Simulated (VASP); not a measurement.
Wanted: the native input for a VASP 6.6.1 run.

- Task: single point
- Functional: PBEsol
- Potentials or basis: VASP PAW PBE potentials, release 64 (Al, Cu)
- Cutoff: 520 eV
- k mesh: 12 × 12 × 8
- Occupations: gaussian, width 0.1 eV
- Spin: no spin polarisation
- Dipole correction: no
- Further INCAR settings: ALGO = Fast; EDIFF = 1e-06; NBANDS = 24

The structure of Al3Cu2 lies in POSCAR:

```
Al3Cu2
1.0
    4.0919516368      0.0000000000      0.0000000000
   -2.0459758184      3.5437340685      0.0000000000
    0.0000000000      0.0000000000      4.9927787000
Al Cu
3 2
Direct
    0.0000000000      0.0000000000      0.0000000000
    0.3333333333      0.6666666667      0.3499253500
    0.3333333333      0.6666666667      0.8395121300
    0.6666666667      0.3333333333      0.6500746500
    0.6666666667      0.3333333333      0.1604878700
```

The input as run:

INCAR

```
SYSTEM = Al3Cu2
PREC = Accurate
ENCUT = 520
EDIFF = 1E-6
ISMEAR = 0
SIGMA = 0.1
LREAL = .False.
LASPH = .True.
NELM = 60
ALGO = Fast
ISIF = 2
LWAVE = .False.
LCHARG = .False.
GGA = PS
NBANDS = 24
```

KPOINTS

```
Automatic mesh
0
Gamma
  12 12 8
  0 0 0
```

Potentials or basis: VASP PAW PBE potentials, release 64 (Al, Cu).

Run with:

```bash
$ cat potpaw_PBE.64/Al/POTCAR potpaw_PBE.64/Cu/POTCAR > POTCAR
$ mpirun -np 1 vasp_std > vasp.out
```

Results of the run:

| Quantity | Value |
| --- | --- |
| Pressure | 5.6 GPa |
| Largest force | 0.611 eV/Å |
| Band gap on the k mesh | zero (an odd number of electrons rules out a gap without spin polarisation) |

Caveat: the cell stands under pressure; the PAW data sets were made with another functional, which shifts forces and pressure a little.

Wall time 2.8 min on 1 thread of AMD EPYC 9R45 96-Core Processor (Zen 5), on a shared host, peak memory 0.3 GiB.
